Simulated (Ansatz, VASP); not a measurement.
# RbCl: VASP beside Ansatz

```
CELL_PARAMETERS angstrom
0.00000 3.30581 3.30581
3.30581 0.00000 3.30581
3.30581 3.30581 0.00000
ATOMIC_POSITIONS crystal
Rb 0.00000 0.00000 0.00000
Cl 0.50000 0.50000 0.50000
```

Alike in both runs: task single point; functional PBE; k mesh 6 × 6 × 6; no spin polarisation.

|  | VASP | Ansatz |
| --- | --- | --- |
| version | VASP 6.6.1 | Ansatz 0.2.0 |
| potentials or method | VASP PAW PBE potentials, release 64 (Rb_sv, Cl) | plane waves, PAW |
| plane-wave cutoff (eV) | 500 | 420 |
| occupations | gaussian, width 0.01 eV | fixed |
| valence electrons in the cell | 16 | 16 |

Ansatz gave:

| Property | Result |
| --- | --- |
| gap on the k mesh at the Fermi level (eV) | 4.96 |
| pressure (GPa) | 0.6 |

Problem. What did VASP give for the same quantities?

Solution. gap on the k mesh at the Fermi level (eV): 4.95; pressure (GPa): 0.6.
